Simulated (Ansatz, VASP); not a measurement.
## AlFe: VASP beside Ansatz

Contents of INCAR:

```
PREC = Accurate ; ENCUT = 520
EDIFF = 1E-7 ; ISMEAR = -1
SIGMA = 0.05 ; LREAL = False
LASPH = True ; NELM = 150
ALGO = Normal ; ISIF = 2
LWAVE = False ; LCHARG = False
ISPIN = 2 ; MAGMOM = 0 3
LORBIT = 11 ; LMAXMIX = 4
GGA = PE ; NBANDS = 16
```

KPOINTS

```
Automatic mesh
0
Gamma
  12 12 12
```

Contents of POSCAR:

```
AlFe
1.0
    2.8511009115      0.0000000000      0.0000000000
    0.0000000000      2.8511009115      0.0000000000
    0.0000000000      0.0000000000      2.8511009115
Al Fe
1 1
Direct
    0.0000000000      0.0000000000      0.0000000000
    0.5000000000      0.5000000000      0.5000000000
```

Input for Ansatz:

```yaml
crystal:
  lattice:
    - [2.8511009115, 0.0, 0.0]
    - [0.0, 2.8511009115, 0.0]
    - [0.0, 0.0, 2.8511009115]
  atoms:
    - { symbol: Al, position: [0.0, 0.0, 0.0] }
    - { symbol: Fe, position: [0.5, 0.5, 0.5], spin: 3.0 }
magnetization:
  spin_polarized: true
kpoints:
  mp_grid: { grid: [12, 12, 12] }
scf:
  occupations: { method: fermi_dirac, width: 0.05 }
hamiltonian:
  xc: pbe
  pseudopotentials: { kind: all_electron, lapw: { basis_error: 0.0005 } }
output:
  forces: true
  stress: true
  eigenvalues: true
```

Change from the starting cell: volume scaled by 0.9405.

Alike in both runs: task single point; functional PBE; k mesh 12 × 12 × 12; occupations fermi-dirac, width 0.05 eV; collinear spin.

```csv
,VASP,Ansatz
version,VASP 6.6.1,Ansatz 0.2.0
potentials or method,"VASP PAW PBE potentials, release 64 (Al, Fe), cutoff 520 eV","all-electron LAPW, scalar-relativistic"
```

Ansatz gave:

| Quantity | Value |
| --- | --- |
| pressure (GPa) | 4.5 |
| net moment per atom (μB) | 0.34 |
| size of the moment on the site where the two differ most (μB) | 0.72 |

**Question.** Which values does VASP return?

**Answer.** Pressure (GPa): 4.5; net moment per atom (μB): 0.34; size of the moment on the site where the two differ most (μB): 0.70.

Site moments also hang on the region over which each program counts them. Ansatz ran all-electron here, and VASP with PAW potentials.
